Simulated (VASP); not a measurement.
# CaO (P4/mmm) in VASP: notebook

Aim: see how the results for CaO move with the level of theory and the settings. Levels: HSE06, r2SCAN. Tasks: single point.

Program: VASP 6.6.1. These are calculated values, not measurements. Logs are shortened: lines on timing, memory, paths and dates and some standing lists are left out, and cuts for length are marked.

## 1. The cell of the first run

The structure is tetragonal, space group P4/mmm (No. 123). The conventional cell has a = 2.903 Å, b = 2.903 Å, c = 2.994 Å, α = 90.00°, β = 90.00°, γ = 90.00°. Ca (site symmetry 4/mmm) has 8 O at 2.54 Å and 6 Ca at 2.90 to 2.99 Å within 3.4 Å. O (site symmetry 4/mmm) has 8 Ca at 2.54 Å and 6 O at 2.90 to 2.99 Å within 3.4 Å.

## 2. Single point, HSE06 (uniaxial z strain +3.1%)

Input file POSCAR:

```
CaO
1.0
    2.9032089648      0.0000000000      0.0000000000
    0.0000000000      2.9032089648      0.0000000000
    0.0000000000      0.0000000000      2.9943697263
Ca O
1 1
Direct
    0.0000000000      0.0000000000      0.0000000000
    0.5000000000      0.5000000000      0.5000000000
```

Input file INCAR.step1:

```
PREC = Accurate
ENCUT = 520
EDIFF = 1E-5
ISMEAR = 0
SIGMA = 0.01
LREAL = F
LASPH = T
NELM = 100
ALGO = Normal
ISIF = 2
LWAVE = T
GGA = PE
NBANDS = 15
```

Input file INCAR.step2:

```
PREC = Accurate
ENCUT = 520
EDIFF = 1E-6
ISMEAR = 0
SIGMA = 0.01
LREAL = F
LASPH = T
NELM = 100
ALGO = Normal
ISIF = 2
LWAVE = F
LCHARG = T
GGA = PE
LHFCALC = T
HFSCREEN = 0.2079
PRECFOCK = Normal
LELF = T
LVHAR = T
ISTART = 1
NBANDS = 15
```

Input file KPOINTS:

```
Automatic mesh
0
Gamma
  6 6 6
```

Potentials or basis: VASP PAW PBE potentials, release 64 (Ca_sv, O).

Started as:

```bash
cat potpaw_PBE.64/Ca_sv/POTCAR potpaw_PBE.64/O/POTCAR > POTCAR
cp INCAR.step1 INCAR
mpirun -np 1 vasp_std > vasp.out
cp INCAR.step2 INCAR
mpirun -np 1 vasp_std > vasp.out
```

OUTCAR:

```text
PREC = Accurate
   ENCUT = 520
   EDIFF = 1E-6
   ISMEAR = 0
   LREAL = F
   LASPH = T
   NELM = 100
   ISIF = 2
   GGA = PE
   LHFCALC = T
   HFSCREEN = 0.2079
   PRECFOCK = Normal
   ISTART = 1

 ion  position               nearest neighbor table
   1  0.000  0.000  0.000-   2 2.54   2 2.54   2 2.54   2 2.54   2 2.54   2 2.54   2 2.54   2 2.54

   2  0.500  0.500  0.500-   1 2.54   1 2.54   1 2.54   1 2.54   1 2.54   1 2.54   1 2.54   1 2.54

  LATTYP: Found a simple tetragonal cell.
 ALAT       =     2.9032089648
 C/A-ratio  =     1.0314000000

  Lattice vectors:

 A1 = (   2.9032089648,   0.0000000000,   0.0000000000)
 A2 = (   0.0000000000,   2.9032089648,   0.0000000000)
 A3 = (   0.0000000000,   0.0000000000,   2.9943697263)

Analysis of symmetry for initial positions (statically):
=====================================================================
 Subroutine PRICEL returns:
 Original cell was already a primitive cell.

 Routine SETGRP: Setting up the symmetry group for a
 simple tetragonal supercell.

 Subroutine GETGRP returns: Found 16 space group operations
 (whereof 16 operations were pure point group operations)
 out of a pool of 16 trial point group operations.

The static configuration has the point symmetry D_4h.

Analysis of symmetry for dynamics (positions and initial velocities):
=====================================================================
 Subroutine PRICEL returns:
 Original cell was already a primitive cell.

 Routine SETGRP: Setting up the symmetry group for a
 simple tetragonal supercell.

 Subroutine GETGRP returns: Found 16 space group operations
 (whereof 16 operations were pure point group operations)
 out of a pool of 16 trial point group operations.

The dynamic configuration has the point symmetry D_4h.

 Subroutine INISYM returns: Found 16 space group operations
 (whereof 16 operations are pure point group operations),
 and found     1 'primitive' translations

----------------------------------------------------------------------------------------

                                     Primitive cell

  volume of cell :      25.2384

  direct lattice vectors                    reciprocal lattice vectors
     2.903208965  0.000000000  0.000000000     0.344446443  0.000000000  0.000000000
     0.000000000  2.903208965  0.000000000     0.000000000  0.344446443  0.000000000
     0.000000000  0.000000000  2.994369726     0.000000000  0.000000000  0.333960096

  length of vectors
     2.903208965  2.903208965  2.994369726     0.344446443  0.344446443  0.333960096

  position of ions in fractional coordinates (direct lattice)
     0.000000000  0.000000000  0.000000000
     0.500000000  0.500000000  0.500000000

  ion indices of the primitive-cell ions
   primitive index   ion index
                 1           1
                 2           2

----------------------------------------------------------------------------------------

 KPOINTS: Automatic mesh

Automatic generation of k-mesh.
 Grid dimensions read from file:
 generate k-points for:    6    6    6

 Generating k-lattice:

  Cartesian coordinates                     Fractional coordinates (reciprocal lattice)
     0.057407740  0.000000000  0.000000000     0.166666667  0.000000000  0.000000000
     0.000000000  0.057407740  0.000000000     0.000000000  0.166666667  0.000000000
     0.000000000  0.000000000  0.055660016     0.000000000  0.000000000  0.166666667

  Length of vectors
     0.057407740  0.057407740  0.055660016

  Shift w.r.t. Gamma in fractional coordinates (k-lattice)
     0.000000000  0.000000000  0.000000000

 Subroutine IBZKPT returns following result:
 ===========================================

 Found     40 irreducible k-points:

 Following reciprocal coordinates:
            Coordinates               Weight
  0.000000  0.000000  0.000000      1.000000
  0.166667  0.000000  0.000000      4.000000
  0.333333  0.000000  0.000000      4.000000
  0.500000  0.000000  0.000000      2.000000
  0.166667  0.166667  0.000000      4.000000
  0.333333  0.166667  0.000000      8.000000
[... 16 lines left out ...]
  0.333333  0.000000  0.333333      8.000000
  0.500000  0.000000  0.333333      4.000000
 [... further k-points ...]
   k-points           NKPTS =     40   k-points in BZ     NKDIM =    216   number of bands    NBANDS=     15
   number of dos      NEDOS =    301   number of ions     NIONS =      2
   total plane-waves  NPLWV =  13824
   dimension x,y,z NGX =    24 NGY =   24 NGZ =   24
   dimension x,y,z NGXF=    48 NGYF=   48 NGZF=   48
   ions per type =               1   1
   NGX,Y,Z   is equivalent  to a cutoff of  13.74, 13.74, 13.32 a.u.
   NGXF,Y,Z  is equivalent  to a cutoff of  27.49, 27.49, 26.65 a.u.
 SYSTEM =  unknown system
   PREC   = accura    normal or accurate (medium, high low for compatibility)
   ISTART =      1    job   : 0-new  1-cont  2-samecut
   ICHARG =      0    charge: 1-file 2-atom 10-const
   ISPIN  =      1    spin polarized calculation?
   LNONCOLLINEAR =      F non collinear calculations
   LSORBIT =      F    spin-orbit coupling
   LASPH  =      T    aspherical Exc in radial PAW
   ENCUT  =  520.0 eV  38.22 Ry    6.18 a.u.   5.40  5.40  5.57*2*pi/ulx,y,z
   NELM   =    100;   NELMIN=  2; NELMDL=  0     # of ELM steps
   EDIFF  = 0.1E-05   stopping-criterion for ELM
   LREAL  =      F    real-space projection
   EDIFFG = 0.1E-04   stopping-criterion for IOM
   NSW    =      0    number of steps for IOM
   IBRION =     -1    ionic relax: 0-MD 1-quasi-New 2-CG
   NFREE  =      0    steps in history (QN), initial steepest desc. (CG)
   ISIF   =      2    stress and relaxation
   ISYM   =      3    0-nonsym 1-usesym 2-fastsym
   POTIM  = 0.5000    time-step for ionic-motion
   TEBEG  =    0.0;   TEEND  =   0.0 temperature during run
   PSTRESS=    0.0 pullay stress
   NELECT =      16.0000    total number of electrons
   NUPDOWN=      -1.0000    fix difference up-down
   EMIN   =  10.00;   EMAX   =-10.00  energy-range for DOS
   EFERMI =   0.00;   METHOD = LEGACY
   ISMEAR =     0;   SIGMA  =   0.01  broadening in eV -4-tet -1-fermi 0-gaus
   EFERMI_NEDOS =   21; number of points for ismear=-14 and -15
   IALGO  =     38    algorithm
   IMIX   =      1    mixing-type and parameters
     AMIX     =   0.40;   BMIX     =  1.00
     AMIX_MAG =   1.60;   BMIX_MAG =  1.00
  volume/ion in A,a.u.               =      12.62        85.16
  Fermi-wavevector in a.u.,A,eV,Ry     =   1.406352  2.657621 26.909970  1.977827
  Thomas-Fermi vector in A             =   2.528721
   LORBIT       =      0    0 simple, 1 ext, 2 COOP (PROOUT), +10 PAW based schemes
   GGA     = PE    functional components
   LHFCALC =     T    Hartree Fock is set to
   PRECFOCK=normal    Normal, Fast or Accurate (Low or Medium for compatibility)
   ENCUT4O =  -1.0   cutoff for four orbital integrals eV
   NKREDX  =     1    reduce k-point grid by
   NKREDY  =     1    reduce k-point grid by
   NKREDZ  =     1    reduce k-point grid by
   AEXX    =    0.2500 exact exchange contribution
   HFSCREEN=    0.2079 screening length (either q_TF or 0.3 A-1)
   HFSCREENC=   0.2079 screening length for correlation (either q_TF or 0.3 A-1)
   ENCUTFOCK=  -1.0 apply spherical cutoff to Coloumb kernel
   IVDW    =     0    specifies the selected vdW correction
   LEPSILON=     F    determine dielectric tensor
   LRPA    =     F    only Hartree local field effects (RPA)
 non-spin polarized calculation
 Gauss-broadening in eV      SIGMA  =   0.01
  energy-cutoff  :      520.00
  volume of cell :       25.24
 maximum number of plane-waves:       707
 NGX is ok and might be reduce to    24
  NGX = 18; NGY = 18; NGZ = 18

 number of electron      15.9999995 magnetization

 Free energy of the ion-electron system (eV)
  ---------------------------------------------------
  ext. energy  EPLUGINS =         0.00000000
  ---------------------------------------------------
  free energy    TOTEN  =       -13.85689248 eV

  energy without entropy =      -13.85689248  energy(sigma->0) =      -13.85689248

 E-fermi :   3.1611     XC(G=0):  -9.1135

 val. band max:        3.0856581548   @ k =   0.5000   0.0000   0.5000
 cond. band min:       7.4408317246   @ k =   0.0000   0.0000   0.0000
 fundamental gap:      4.3551735698
 Fermi energy:         3.1610995402

 k-point     1 :       0.0000    0.0000    0.0000
  band No.  band energies     occupation
      1     -39.0909      2.00000
      2     -18.1285      2.00000
      3     -18.0634      2.00000
      4     -18.0634      2.00000
      5     -14.9400      2.00000
      6       2.4815      2.00000
      7       2.7492      2.00000
      8       2.7492      2.00000
      9       7.4408      0.00000
     10       7.4679      0.00000
     11       9.3969      0.00000
     12      13.4344      0.00000
     13      13.4344      0.00000
     14      13.6100      0.00000
     15      24.0110      0.00000

 k-point     2 :       0.1667    0.0000    0.0000
  band No.  band energies     occupation
      1     -39.0483      2.00000
      2     -18.5297      2.00000
      3     -18.0937      2.00000
      4     -18.0311      2.00000
      5     -14.5692      2.00000
      6       1.5157      2.00000
      7       2.3635      2.00000
      8       2.6563      2.00000
      9       7.7076      0.00000
     10       8.6204      0.00000
     11      10.5231      0.00000
     12      13.2893      0.00000
     13      13.4154      0.00000
     14      13.5233      0.00000
     15      22.4088      0.00000
[... 365 lines left out ...]
      3     -18.7549      2.00000
      4     -17.9039      2.00000
      5     -14.0330      2.00000
      6       0.3469      2.00000
      7       0.9824      2.00000
      8       2.7614      2.00000
      9       8.8989      0.00000
     10      10.4947      0.00000
     11      12.0030      0.00000
     12      12.5450      0.00000
     13      12.7241      0.00000
     14      15.8320      0.00000
     15      20.8212      0.00000

 k-point    24 :       0.5000    0.0000    0.3333
  band No.  band energies     occupation
      1     -38.8316      2.00000
      2     -19.2397      2.00000
      3     -18.6691      2.00000
      4     -17.8761      2.00000
      5     -14.0842      2.00000
      6       0.1879      2.00000
      7       1.0008      2.00000
      8       2.8836      2.00000
      9       8.7755      0.00000
     10      10.1278      0.00000
     11      11.8517      0.00000
     12      12.1621      0.00000
     13      13.5939      0.00000
     14      17.8903      0.00000
     15      18.5146      0.00000

 [... further k-points ...]
[... 5 lines left out ...]
  --------------------------------------------------------------------------------------
  -------------------------------------------------------------------------------------
  Total        0.2898967      0.2898967     -1.6682057      0.0000000      0.0000000     -0.0000000
  in kB       18.4031379     18.4031379   -105.9005390      0.0000000      0.0000000     -0.0000000
  external PRESSURE =     -23.0314210 kB  Pullay stress =       0.0000000 kB

 VOLUME and BASIS-vectors are now :
 -----------------------------------------------------------------------------
  energy-cutoff  :      520.00
  volume of cell :       25.24
      direct lattice vectors                 reciprocal lattice vectors
     2.903208965  0.000000000  0.000000000     0.344446443  0.000000000  0.000000000
     0.000000000  2.903208965  0.000000000     0.000000000  0.344446443  0.000000000
     0.000000000  0.000000000  2.994369726     0.000000000  0.000000000  0.333960096

 POSITION                                       TOTAL-FORCE (eV/Angst)
 -----------------------------------------------------------------------------------
      0.00000      0.00000      0.00000         0.000000      0.000000      0.000000
      1.45160      1.45160      1.49718         0.000000      0.000000      0.000000
 -----------------------------------------------------------------------------------
    total drift:                                0.000000      0.000000      0.000000

  FREE ENERGIE OF THE ION-ELECTRON SYSTEM (eV)
  ---------------------------------------------------
  free  energy   TOTEN  =       -13.8568924769 eV

  energy  without entropy=      -13.8568924769  energy(sigma->0) =      -13.85689248
```

Wall time 23 min (1 thread of Intel Xeon 6975P-C (Granite Rapids), shared host); peak memory 0.26 GiB.

Results:

```
Free energy            : -13.8569 eV
Pressure               : -2.3 GPa
Band gap on the k mesh : 4.36 eV, indirect (least direct gap 4.69 eV)
```

Levels at points of the mesh, in eV from the valence-band top:
| k point | band 4 | band 5 | band 6 | band 7 | band 8 | band 9 | band 10 | band 11 | band 12 | band 13 |
| --- | --- | --- | --- | --- | --- | --- | --- | --- | --- | --- |
| (0.00, 0.00, 0.00) | -21.15 | -18.03 | -0.60 | -0.34 | -0.34 | 4.36 | 4.38 | 6.31 | 10.35 | 10.35 |
| (0.50, 0.00, 0.00) | -21.02 | -16.76 | -4.10 | -1.10 | -0.73 | 5.56 | 9.07 | 9.94 | 9.97 | 10.72 |
| (0.50, 0.50, 0.00) | -20.97 | -17.24 | -2.38 | -2.38 | -0.22 | 5.64 | 6.01 | 8.15 | 8.15 | 12.09 |
| (0.00, 0.00, 0.50) | -21.05 | -16.78 | -4.12 | -0.79 | -0.79 | 5.36 | 8.69 | 10.24 | 10.24 | 10.80 |
| (0.50, 0.00, 0.50) | -20.94 | -17.33 | -2.46 | -2.35 | 0.00 | 5.37 | 6.50 | 8.36 | 8.64 | 11.87 |
| (0.50, 0.50, 0.50) | -21.73 | -16.77 | -3.62 | -3.61 | -3.61 | 9.57 | 9.87 | 9.87 | 11.98 | 12.21 |

Caveat: the cell differs from its parent crystal (uniaxial z strain +3.1%); the PAW data sets were made with another functional, which shifts forces and pressure a little. A k mesh can miss the band edges.

## 3. Single point, r2SCAN (uniaxial x strain -2.5%)

Input file POSCAR:

```
CaO
1.0
    2.8320803451      0.0000000000      0.0000000000
    0.0000000000      2.9032089648      0.0000000000
    0.0000000000      0.0000000000      2.9032089648
Ca O
1 1
Direct
    0.0000000000      0.0000000000      0.0000000000
    0.5000000000      0.5000000000      0.5000000000
```

Input file INCAR.step1:

```
PREC = Accurate ; ENCUT = 520
ISMEAR = 0 ; SIGMA = 0.01
LREAL = False ; LASPH = True
NELM = 100 ; NBANDS = 15
GGA = PE ; ALGO = Normal
EDIFF = 1E-4 ; LWAVE = True
LCHARG = False
```

Input file INCAR.step2:

```
PREC = Accurate ; ENCUT = 520
EDIFF = 1E-6 ; ISMEAR = 0
SIGMA = 0.01 ; LREAL = False
LASPH = True ; NELM = 100
ALGO = Normal ; ISIF = 2
LWAVE = False ; LCHARG = True
METAGGA = R2SCAN ; LMIXTAU = True
LELF = True ; LVHAR = True
NBANDS = 15 ; ISTART = 1
```

Input file KPOINTS:

```
regular mesh
0
Gamma
  8 8 8
```

Potentials or basis: VASP PAW PBE potentials, release 64 (Ca_sv, O).

Started as:

```bash
cat potpaw_PBE.64/Ca_sv/POTCAR potpaw_PBE.64/O/POTCAR > POTCAR
cp INCAR.step1 INCAR
mpirun -np 1 vasp_std > vasp.out
cp INCAR.step2 INCAR
mpirun -np 1 vasp_std > vasp.out
```

It took 33 s on 1 thread of Intel Xeon 6975P-C (Granite Rapids), shared host; peak memory 0.16 GiB.

It converged, with:

* Free energy: -18.4826 eV
* Pressure: 4.3 GPa
* Band gap on the k mesh: 3.11 eV, indirect (least direct gap 3.39 eV)

Stress tensor (GPa, compression positive):
```
11.20  0.00  0.00
 0.00  0.90  0.00
 0.00  0.00  0.90
```

Levels at points of the mesh, in eV from the valence-band top:
```csv
k point,band 4,band 5,band 6,band 7,band 8,band 9,band 10,band 11,band 12,band 13
"(0.00, 0.00, 0.00)",-20.39,-17.63,-0.52,-0.52,-0.28,3.11,3.12,6.28,8.97,9.12
"(0.50, 0.00, 0.00)",-20.30,-16.27,-3.99,-1.04,-1.04,4.28,8.03,8.65,8.65,9.34
"(0.00, 0.50, 0.00)",-20.27,-16.28,-4.01,-1.09,-0.77,4.09,7.73,8.88,8.90,9.41
"(0.50, 0.50, 0.00)",-20.20,-16.91,-2.35,-2.27,-0.20,4.47,5.16,6.92,7.15,10.58
"(0.00, 0.50, 0.50)",-20.17,-16.98,-2.32,-2.32,0.00,4.25,5.55,7.32,7.32,10.42
"(0.50, 0.50, 0.50)",-21.15,-16.37,-3.72,-3.72,-3.69,8.56,8.56,8.79,10.58,10.76
```

Caveat: the cell differs from its parent crystal (uniaxial x strain -2.5%); the PAW data sets were made with another functional, which shifts forces and pressure a little. A k mesh can miss the band edges.
